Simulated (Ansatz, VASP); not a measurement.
# Al5Cl2 in VASP and in Ansatz

```
Al Cl
1.0
     5.53726    0.00000    0.00000
    -2.76863    4.79541    0.00000
     0.00000    0.00000    5.43939
Al Cl
5 2
Cartesian
  0.0000 0.0000 0.0000
  0.0000 0.0000 2.7197
  2.7686 0.0000 2.7197
  -1.3843 2.3977 2.7197
  1.3843 2.3977 2.7197
  0.0000 3.1969 0.0000
  2.7686 1.5985 0.0000
```

Alike in both runs: functional PBE; k mesh 6 × 6 × 2; occupations gaussian, width 0.1 eV; no spin polarisation.

Ansatz relaxed the structure, and its values are those at the end. VASP's run is a single point on that final structure, the one shown.

```csv
,VASP,Ansatz
version,VASP 6.6.1,Ansatz 0.2.0
potentials or method,"VASP PAW PBE potentials, release 64 (Al, Cl), cutoff 520 eV","scalar-relativistic, plane waves, PAW"
valence electrons in the cell,29,29
```

```csv
,VASP,Ansatz,Ansatz less VASP
gap on the k mesh at the Fermi level (eV),none,none,-
pressure (GPa),0.1,0.1,+0.04
```

A gap of «none» marks a metal or a gap that the smearing closes.

The k mesh is coarse, so the values compare programs but aren't converged.
